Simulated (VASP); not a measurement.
# N (Fm-3m) in VASP: notebook

Aim: see how the results for N move with the level of theory and the settings. Levels: PBE, LDA. Tasks: single point.

All numbers are computed with VASP 6.6.1; they aren't measurements. Logs are shortened: lines on timing, memory, paths and dates and some standing lists are left out, and cuts for length are marked.

### 1 The cell of the first run

Symmetry: Fm-3m, No. 225, cubic system. The conventional cell has a = 3.062 Å, b = 3.062 Å, c = 3.062 Å, α = 90.00°, β = 90.00°, γ = 90.00°. N (site symmetry m-3m) has 12 N at 2.17 Å within 2.9 Å.

### 2 Single point, PBE (strained)

INCAR

```
SYSTEM = N
PREC = Accurate
ENCUT = 600
EDIFF = 1E-6
ISMEAR = 0
SIGMA = 0.1
LREAL = .False.
LASPH = .True.
NELM = 120
ALGO = Normal
ISIF = 2
LWAVE = .False.
LCHARG = .True.
GGA = PE
LELF = .True.
LVHAR = .True.
NBANDS = 8
GGA_COMPAT = .False.
```

KPOINTS

```
regular mesh
0
Gamma
  22 22 22
  0 0 0
```

POSCAR

```
N
1.0
    0.0000000000      1.5311540805      1.5311540805
    1.5311540805      0.0000000000      1.5311540805
    1.5311540805      1.5311540805      0.0000000000
N
1
Direct
    0.0000000000      0.0000000000      0.0000000000
```

Potentials or basis: VASP PAW PBE potentials, release 64 (N).

Run with:

```
cat potpaw_PBE.64/N/POTCAR > POTCAR
mpirun -np 1 vasp_std > vasp.out
```

OUTCAR:

```text
SYSTEM = N
   PREC = Accurate
   ENCUT = 600
   EDIFF = 1E-6
   ISMEAR = 0
   LREAL = .False.
   LASPH = .True.
   NELM = 120
   ISIF = 2
   GGA = PE

 ion  position               nearest neighbor table
   1  0.000  0.000  0.000-

  LATTYP: Found a face centered cubic cell.
 ALAT       =     3.0623081610

  Lattice vectors:

 A1 = (   0.0000000000,   1.5311540805,   1.5311540805)
 A2 = (   1.5311540805,   0.0000000000,   1.5311540805)
 A3 = (   1.5311540805,   1.5311540805,   0.0000000000)

Analysis of symmetry for initial positions (statically):
=====================================================================
 Subroutine PRICEL returns:
 Original cell was already a primitive cell.

 Routine SETGRP: Setting up the symmetry group for a
 face centered cubic supercell.

 Subroutine GETGRP returns: Found 48 space group operations
 (whereof 48 operations were pure point group operations)
 out of a pool of 48 trial point group operations.

The static configuration has the point symmetry O_h .

Analysis of symmetry for dynamics (positions and initial velocities):
=====================================================================
 Subroutine PRICEL returns:
 Original cell was already a primitive cell.

 Routine SETGRP: Setting up the symmetry group for a
 face centered cubic supercell.

 Subroutine GETGRP returns: Found 48 space group operations
 (whereof 48 operations were pure point group operations)
 out of a pool of 48 trial point group operations.

The dynamic configuration has the point symmetry O_h .

 Subroutine INISYM returns: Found 48 space group operations
 (whereof 48 operations are pure point group operations),
 and found     1 'primitive' translations

----------------------------------------------------------------------------------------

                                     Primitive cell

  volume of cell :       7.1794

  direct lattice vectors                    reciprocal lattice vectors
     0.000000000  1.531154080  1.531154080    -0.326551068  0.326551068  0.326551068
     1.531154080  0.000000000  1.531154080     0.326551068 -0.326551068  0.326551068
     1.531154080  1.531154080  0.000000000     0.326551068  0.326551068 -0.326551068

  length of vectors
     2.165378867  2.165378867  2.165378867     0.565603041  0.565603041  0.565603041

  position of ions in fractional coordinates (direct lattice)
     0.000000000  0.000000000  0.000000000

  ion indices of the primitive-cell ions
   primitive index   ion index
                 1           1

----------------------------------------------------------------------------------------

 KPOINTS: regular mesh

Automatic generation of k-mesh.
 Grid dimensions read from file:
 generate k-points for:   22   22   22

 Generating k-lattice:

  Cartesian coordinates                     Fractional coordinates (reciprocal lattice)
    -0.014843230  0.014843230  0.014843230     0.045454545  0.000000000  0.000000000
     0.014843230 -0.014843230  0.014843230     0.000000000  0.045454545  0.000000000
     0.014843230  0.014843230 -0.014843230     0.000000000  0.000000000  0.045454545

  Length of vectors
     0.025709229  0.025709229  0.025709229

  Shift w.r.t. Gamma in fractional coordinates (k-lattice)
     0.000000000  0.000000000  0.000000000

 Subroutine IBZKPT returns following result:
 ===========================================

 Found    328 irreducible k-points:

 Following reciprocal coordinates:
            Coordinates               Weight
  0.000000  0.000000  0.000000      1.000000
  0.045455  0.000000  0.000000      8.000000
  0.090909  0.000000  0.000000      8.000000
  0.136364  0.000000  0.000000      8.000000
  0.181818  0.000000  0.000000      8.000000
  0.227273  0.000000  0.000000      8.000000
[... 16 lines left out ...]
  0.500000  0.045455  0.000000     24.000000
 -0.454545  0.045455  0.000000     24.000000
 [... further k-points ...]
   k-points           NKPTS =    328   k-points in BZ     NKDIM =    328   number of bands    NBANDS=      8
   number of dos      NEDOS =    301   number of ions     NIONS =      1
   total plane-waves  NPLWV =   5832
   dimension x,y,z NGX =    18 NGY =   18 NGZ =   18
   dimension x,y,z NGXF=    36 NGYF=   36 NGZF=   36
   ions per type =               1
   NGX,Y,Z   is equivalent  to a cutoff of  13.82, 13.82, 13.82 a.u.
   NGXF,Y,Z  is equivalent  to a cutoff of  27.64, 27.64, 27.64 a.u.
 SYSTEM =  N
   PREC   = accura    normal or accurate (medium, high low for compatibility)
   ISTART =      0    job   : 0-new  1-cont  2-samecut
   ICHARG =      2    charge: 1-file 2-atom 10-const
   ISPIN  =      1    spin polarized calculation?
   LNONCOLLINEAR =      F non collinear calculations
   LSORBIT =      F    spin-orbit coupling
   LASPH  =      T    aspherical Exc in radial PAW
   ENCUT  =  600.0 eV  44.10 Ry    6.64 a.u.   4.32  4.32  4.32*2*pi/ulx,y,z
   NELM   =    120;   NELMIN=  2; NELMDL= -5     # of ELM steps
   EDIFF  = 0.1E-05   stopping-criterion for ELM
   LREAL  =      F    real-space projection
   EDIFFG = 0.1E-04   stopping-criterion for IOM
   NSW    =      0    number of steps for IOM
   IBRION =     -1    ionic relax: 0-MD 1-quasi-New 2-CG
   NFREE  =      0    steps in history (QN), initial steepest desc. (CG)
   ISIF   =      2    stress and relaxation
   ISYM   =      2    0-nonsym 1-usesym 2-fastsym
   POTIM  = 0.5000    time-step for ionic-motion
   TEBEG  =    0.0;   TEEND  =   0.0 temperature during run
   PSTRESS=    0.0 pullay stress
   NELECT =       5.0000    total number of electrons
   NUPDOWN=      -1.0000    fix difference up-down
   EMIN   =  10.00;   EMAX   =-10.00  energy-range for DOS
   EFERMI =   0.00;   METHOD = LEGACY
   ISMEAR =     0;   SIGMA  =   0.10  broadening in eV -4-tet -1-fermi 0-gaus
   EFERMI_NEDOS =   21; number of points for ismear=-14 and -15
   IALGO  =     38    algorithm
   IMIX   =      4    mixing-type and parameters
     AMIX     =   0.40;   BMIX     =  1.00
     AMIX_MAG =   1.60;   BMIX_MAG =  1.00
  volume/ion in A,a.u.               =       7.18        48.45
  Fermi-wavevector in a.u.,A,eV,Ry     =   1.451118  2.742215 28.650363  2.105742
  Thomas-Fermi vector in A             =   2.568652
   LORBIT       =      0    0 simple, 1 ext, 2 COOP (PROOUT), +10 PAW based schemes
   GGA     = PE    functional components
   LHFCALC =     F    Hartree Fock is set to
   AEXX    =    0.0000 exact exchange contribution
   IVDW    =     0    specifies the selected vdW correction
   LEPSILON=     F    determine dielectric tensor
   LRPA    =     F    only Hartree local field effects (RPA)
 non-spin polarized calculation
 Gauss-broadening in eV      SIGMA  =   0.10
  energy-cutoff  :      600.00
  volume of cell :        7.18
 maximum number of plane-waves:       259
 NGX is ok and might be reduce to    18
   NGX =  9   NGY =  9   NGZ =  9

 number of electron       5.0000000 magnetization

 Free energy of the ion-electron system (eV)
  ---------------------------------------------------
  ext. energy  EPLUGINS =         0.00000000
  ---------------------------------------------------
  free energy    TOTEN  =        -3.82732372 eV

  energy without entropy =       -3.82421685  energy(sigma->0) =       -3.82577028

 E-fermi :   6.0842     XC(G=0): -12.8851

 val. band max:        6.0838541055   @ k =  -0.4545   0.5000   0.0455
 cond. band min:       6.1218652230   @ k =  -0.3182   0.3636   0.1818
 fundamental gap:      0.0380111176
 Fermi energy:         6.0842091830

 k-point     1 :       0.0000    0.0000    0.0000
  band No.  band energies     occupation
      1     -14.6424      2.00000
      2      10.3770      0.00000
      3      10.3770      0.00000
      4      10.3770      0.00000
      5      30.7769      0.00000
      6      38.6271      0.00000
      7      38.6271      0.00000
      8      38.6271      0.00000

 k-point     2 :       0.0455    0.0000    0.0000
  band No.  band energies     occupation
      1     -14.5638      2.00000
      2      10.1664      0.00000
      3      10.3478      0.00000
      4      10.3478      0.00000
      5      30.8414      0.00000
      6      37.7003      0.00000
      7      38.7292      0.00000
      8      38.7292      0.00000

 k-point     3 :       0.0909    0.0000    0.0000
  band No.  band energies     occupation
      1     -14.3283      2.00000
      2       9.5500      0.00000
      3      10.2637      0.00000
      4      10.2637      0.00000
      5      31.0161      0.00000
      6      36.0724      0.00000
      7      38.9952      0.00000
      8      38.9952      0.00000

 k-point     4 :       0.1364    0.0000    0.0000
  band No.  band energies     occupation
      1     -13.9377      2.00000
      2       8.5720      0.00000
      3      10.1343      0.00000
      4      10.1343      0.00000
      5      31.2352      0.00000
      6      34.5815      0.00000
      7      39.2857      0.00000
      8      39.2857      0.00000

 k-point     5 :       0.1818    0.0000    0.0000
  band No.  band energies     occupation
      1     -13.3955      2.00000
      2       7.2972      0.00000
      3       9.9734      0.00000
      4       9.9734      0.00000
      5      31.3310      0.00000
      6      33.5196      0.00000
      7      39.3504      0.00000
      8      39.3504      0.00000
[... 177 lines left out ...]
 k-point    22 :       0.4545    0.0455    0.0000
  band No.  band energies     occupation
      1      -8.0798      2.00000
      2      -1.5803      2.00000
      3       9.0361      0.00000
      4       9.0381      0.00000
      5      29.2287      0.00000
      6      32.9138      0.00000
      7      36.4469      0.00000
      8      36.5188      0.00000

 k-point    23 :       0.5000    0.0455    0.0000
  band No.  band energies     occupation
      1      -7.4186      2.00000
      2      -2.4068      2.00000
      3       8.9431      0.00000
      4       9.0539      0.00000
      5      29.1520      0.00000
      6      32.8674      0.00000
      7      36.2924      0.00000
      8      36.4148      0.00000

 k-point    24 :      -0.4545    0.0455    0.0000
  band No.  band energies     occupation
      1      -7.5684      2.00000
      2      -2.2236      2.00000
      3       8.8933      0.00000
      4       9.1179      0.00000
      5      29.1747      0.00000
      6      32.9019      0.00000
      7      36.2689      0.00000
      8      36.4504      0.00000

 [... further k-points ...]
[... 5 lines left out ...]
  --------------------------------------------------------------------------------------
  -------------------------------------------------------------------------------------
  Total        0.5005796      0.5005796      0.5005796     -0.0000000      0.0000000      0.0000000
  in kB      111.7112948    111.7112948    111.7112948     -0.0000000      0.0000000      0.0000000
  external PRESSURE =     111.7112948 kB  Pullay stress =       0.0000000 kB

 VOLUME and BASIS-vectors are now :
 -----------------------------------------------------------------------------
  energy-cutoff  :      600.00
  volume of cell :        7.18
      direct lattice vectors                 reciprocal lattice vectors
     0.000000000  1.531154080  1.531154080    -0.326551068  0.326551068  0.326551068
     1.531154080  0.000000000  1.531154080     0.326551068 -0.326551068  0.326551068
     1.531154080  1.531154080  0.000000000     0.326551068  0.326551068 -0.326551068

 POSITION                                       TOTAL-FORCE (eV/Angst)
 -----------------------------------------------------------------------------------
      0.00000      0.00000      0.00000         0.000000      0.000000      0.000000
 -----------------------------------------------------------------------------------
    total drift:                                0.000000     -0.000000     -0.000000

  FREE ENERGIE OF THE ION-ELECTRON SYSTEM (eV)
  ---------------------------------------------------
  free  energy   TOTEN  =        -3.8273237156 eV

  energy  without entropy=       -3.8242168477  energy(sigma->0) =       -3.82577028
```

Run time: 10 s. Hardware: 1 thread of Intel Xeon Platinum 8559C (Emerald Rapids), shared host; peak memory 0.12 GiB.

What came out:

| Quantity | Value |
| --- | --- |
| Free energy | -3.8273 eV |
| Pressure | 11.2 GPa |

Caveat: the cell differs from its parent crystal (strained).

### 3 Single point, LDA (functional LDA, strained)

INCAR

```
SYSTEM = N
PREC = Accurate
ENCUT = 600
EDIFF = 1E-6
ISMEAR = 0
SIGMA = 0.1
LREAL = .FALSE.
LASPH = .TRUE.
NELM = 120
ALGO = Normal
ISIF = 2
LWAVE = .FALSE.
LCHARG = .FALSE.
GGA = CA
NBANDS = 8
GGA_COMPAT = .FALSE.
```

KPOINTS

```
regular mesh
0
G
  22 22 22
  0 0 0
```

POSCAR

```
N
1.0
    0.0000000000      1.5326457367      1.5326457367
    1.5326457367      0.0000000000      1.5326457367
    1.5326457367      1.5326457367      0.0000000000
N
1
Direct
    0.0000000000      0.0000000000      0.0000000000
```

Potentials or basis: VASP PAW LDA potentials, release 64 (N).

Run with:

```
cat potpaw_LDA.64/N/POTCAR > POTCAR
mpirun -np 1 vasp_std > vasp.out
```

OUTCAR:

```text
SYSTEM = N
   PREC = Accurate
   ENCUT = 600
   EDIFF = 1E-6
   ISMEAR = 0
   LREAL = .FALSE.
   LASPH = .TRUE.
   NELM = 120
   ISIF = 2
   GGA = CA

 ion  position               nearest neighbor table
   1  0.000  0.000  0.000-

  LATTYP: Found a face centered cubic cell.
 ALAT       =     3.0652914734

  Lattice vectors:

 A1 = (   0.0000000000,   1.5326457367,   1.5326457367)
 A2 = (   1.5326457367,   0.0000000000,   1.5326457367)
 A3 = (   1.5326457367,   1.5326457367,   0.0000000000)

Analysis of symmetry for initial positions (statically):
=====================================================================
 Subroutine PRICEL returns:
 Original cell was already a primitive cell.

 Routine SETGRP: Setting up the symmetry group for a
 face centered cubic supercell.

 Subroutine GETGRP returns: Found 48 space group operations
 (whereof 48 operations were pure point group operations)
 out of a pool of 48 trial point group operations.

[... 155 lines left out ...]
  ext. energy  EPLUGINS =         0.00000000
  ---------------------------------------------------
  free energy    TOTEN  =        -4.73506625 eV

  energy without entropy =       -4.73176696  energy(sigma->0) =       -4.73341661

 E-fermi :   5.8550     XC(G=0): -13.1936

 val. band max:        5.8486791044   @ k =  -0.4091   0.2273   0.0909
 cond. band min:       5.8721080197   @ k =  -0.3182   0.3636   0.1818
 fundamental gap:      0.0234289153
 Fermi energy:         5.8549658585

 k-point     1 :       0.0000    0.0000    0.0000
  band No.  band energies     occupation
      1     -14.6828      2.00000
      2      10.1410      0.00000
      3      10.1410      0.00000
      4      10.1410      0.00000
      5      30.5521      0.00000
      6      38.2451      0.00000
      7      38.2451      0.00000
      8      38.2451      0.00000
[... 243 lines left out ...]
 k-point    24 :      -0.4545    0.0455    0.0000
  band No.  band energies     occupation
      1      -7.5026      2.00000
      2      -2.4831      2.00000
      3       8.6633      0.00000
      4       8.8857      0.00000
      5      28.8743      0.00000
      6      32.3476      0.00000
      7      35.8590      0.00000
      8      35.9837      0.00000

 [... further k-points ...]
[... 5 lines left out ...]
  --------------------------------------------------------------------------------------
  -------------------------------------------------------------------------------------
  Total       -0.1737657     -0.1737657     -0.1737657      0.0000000      0.0000000     -0.0000000
  in kB      -38.6651167    -38.6651167    -38.6651167      0.0000000      0.0000000     -0.0000000
  external PRESSURE =     -38.6651167 kB  Pullay stress =       0.0000000 kB

 VOLUME and BASIS-vectors are now :
 -----------------------------------------------------------------------------
  energy-cutoff  :      600.00
  volume of cell :        7.20
      direct lattice vectors                 reciprocal lattice vectors
     0.000000000  1.532645737  1.532645737    -0.326233250  0.326233250  0.326233250
     1.532645737  0.000000000  1.532645737     0.326233250 -0.326233250  0.326233250
     1.532645737  1.532645737  0.000000000     0.326233250  0.326233250 -0.326233250

 POSITION                                       TOTAL-FORCE (eV/Angst)
 -----------------------------------------------------------------------------------
      0.00000      0.00000      0.00000        -0.000000     -0.000000     -0.000000
 -----------------------------------------------------------------------------------
    total drift:                                0.000000     -0.000000      0.000000

  FREE ENERGIE OF THE ION-ELECTRON SYSTEM (eV)
  ---------------------------------------------------
  free  energy   TOTEN  =        -4.7350662529 eV

  energy  without entropy=       -4.7317669629  energy(sigma->0) =       -4.73341661
```

Wall time 8.9 s (1 thread of Intel Xeon Platinum 8559C (Emerald Rapids), shared host); peak memory 0.12 GiB.

What came out:

```
Free energy : -4.7351 eV
Pressure    : -3.9 GPa
```

Levels at points of the mesh, in eV from the Fermi level:
```tsv
k point	band 1	band 2	band 3	band 4	band 5
(0.00, 0.00, 0.00)	-20.54	4.29	4.29	4.29	24.70
(0.50, 0.00, 0.00)	-13.20	-8.67	3.04	3.04	22.85
(0.50, 0.50, 0.00)	-10.42	-7.11	0.14	0.14	15.13
```

Caveat: the cell differs from its parent crystal (functional LDA, strained).
